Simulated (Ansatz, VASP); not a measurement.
# HfC in VASP and in Ansatz

```
Hf C
1.0
     0.00000    2.32526    2.32526
     2.32526    0.00000    2.32526
     2.32526    2.32526    0.00000
Hf C
1 1
Direct
  0.00000 0.00000 0.00000
  0.50000 0.50000 0.50000
```

Alike in both runs: task relaxation of cell and atoms; functional PBE; k mesh 20 × 20 × 20; occupations gaussian, width 0.1 eV; no spin polarisation.

|  | VASP | Ansatz |
| --- | --- | --- |
| version | VASP 6.6.1 | Ansatz 0.2.0 |
| potentials or method | VASP PAW PBE potentials, release 64 (Hf_pv, C), cutoff 600 eV | scalar-relativistic, plane waves, PAW |
| valence electrons in the cell | 14 | 30 |

|  | VASP | Ansatz | Ansatz less VASP |
| --- | --- | --- | --- |
| gap on the k mesh at the Fermi level, each at its own relaxed structure (eV) | none | none | - |
| relaxed volume (Å³/atom) | 12.54 | 12.58 | +0.040 |
| relaxed length of the cell vector where the two differ most in proportion (Å) | 3.286 | 3.289 | +0.0035 |

A gap of «none» marks a metal or a gap that the smearing closes. VASP's potentials hold 14 valence electrons a cell and Ansatz's 30, so a difference there can come from the potentials and not from the codes.

Neither program's run includes spin-orbit coupling.
